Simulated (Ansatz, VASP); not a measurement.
SiC5: VASP beside Ansatz

```
Si C
1.0
     2.43814    0.00000    0.00000
    -1.21907    2.11149    0.00000
     0.00000    0.00000   16.18230
Si C
1 5
Direct
  0.00000 0.00000 0.50000
  0.00000 0.00000 0.00000
  0.33333 0.66667 0.76444
  0.66667 0.33333 0.76444
  0.33333 0.66667 0.23556
  0.66667 0.33333 0.23556
```

Alike in both runs: functional PBE; k mesh 12 × 12 × 1; occupations gaussian, width 0.1 eV; no spin polarisation.

Ansatz relaxed the structure, and its values are those at the end. VASP's run is a single point on that final structure, the one shown.

|  | VASP | Ansatz |
| --- | --- | --- |
| version | VASP 6.6.1 | Ansatz 0.2.0 |
| potentials or method | VASP PAW PBE potentials, release 64 (Si, C), cutoff 520 eV | scalar-relativistic, plane waves, PAW |
| valence electrons in the cell | 24 | 24 |

VASP gave:

- gap on the k mesh at the Fermi level (eV): 0.14
- least direct gap on the mesh (eV): 0.63
- pressure (GPa): 0.0

Problem. Which values does Ansatz return?

Solution. gap on the k mesh at the Fermi level (eV): 0.14; least direct gap on the mesh (eV): 0.63; pressure (GPa): -0.2.

The functional is the same, so the differences come from potentials, cutoffs and numerics.
